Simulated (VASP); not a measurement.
Wanted: the native input for a VASP 6.6.1 run.

- Task: single point
- Functional: r2SCAN
- Potentials or basis: VASP PAW PBE potentials, release 64 (Mo_sv)
- Cutoff: 520 eV
- k mesh: 14 × 14 × 14
- Occupations: methfessel-paxton, width 0.01 eV
- Spin: no spin polarisation
- Dipole correction: no
- Further INCAR settings: ALGO = Normal; EDIFF = 1e-06; NBANDS = 13

The system is Mo.

```
CELL_PARAMETERS angstrom
-1.57642 1.57642 1.57642
1.57642 -1.57642 1.57642
1.57642 1.57642 -1.57642
ATOMIC_POSITIONS crystal
Mo 0.00000 0.00000 0.00000
```

One way to write it, as run:

POSCAR

```
Mo
1.0
   -1.5764210372      1.5764210372      1.5764210372
    1.5764210372     -1.5764210372      1.5764210372
    1.5764210372      1.5764210372     -1.5764210372
Mo
1
Direct
    0.0000000000      0.0000000000      0.0000000000
```

INCAR.step1

```
SYSTEM = Mo
PREC = Accurate
ENCUT = 520
ISMEAR = 1
SIGMA = 0.01
LREAL = .FALSE.
LASPH = .TRUE.
NELM = 100
NBANDS = 13
GGA = PE
ALGO = Normal
EDIFF = 1E-4
LWAVE = .TRUE.
LCHARG = .FALSE.
```

INCAR.step2

```
SYSTEM = Mo
PREC = Accurate
ENCUT = 520
EDIFF = 1E-6
ISMEAR = 1
SIGMA = 0.01
LREAL = .FALSE.
LASPH = .TRUE.
NELM = 100
ALGO = Normal
ISIF = 2
LWAVE = .FALSE.
LCHARG = .FALSE.
METAGGA = R2SCAN
LMIXTAU = .TRUE.
NBANDS = 13
ISTART = 1
```

KPOINTS

```
regular mesh
0
G
  14 14 14
  0 0 0
```

Potentials or basis: VASP PAW PBE potentials, release 64 (Mo_sv).

The run is started by

```console
$ cat potpaw_PBE.64/Mo_sv/POTCAR > POTCAR
$ cp INCAR.step1 INCAR
$ mpirun -np 1 vasp_std > vasp.out
$ cp INCAR.step2 INCAR
$ mpirun -np 1 vasp_std > vasp.out
```

Results of the run:

The pressure is 1.3 GPa and the band gap on the k mesh is zero (band 7 reaches 16.62 eV, above the bottom of band 8 at 11.08 eV).

Caveat: the PAW data sets were made with another functional, which shifts forces and pressure a little.

Run time: 2.2 min on 1 thread of AMD EPYC 7R13, on a shared host, peak memory 0.11 GiB.
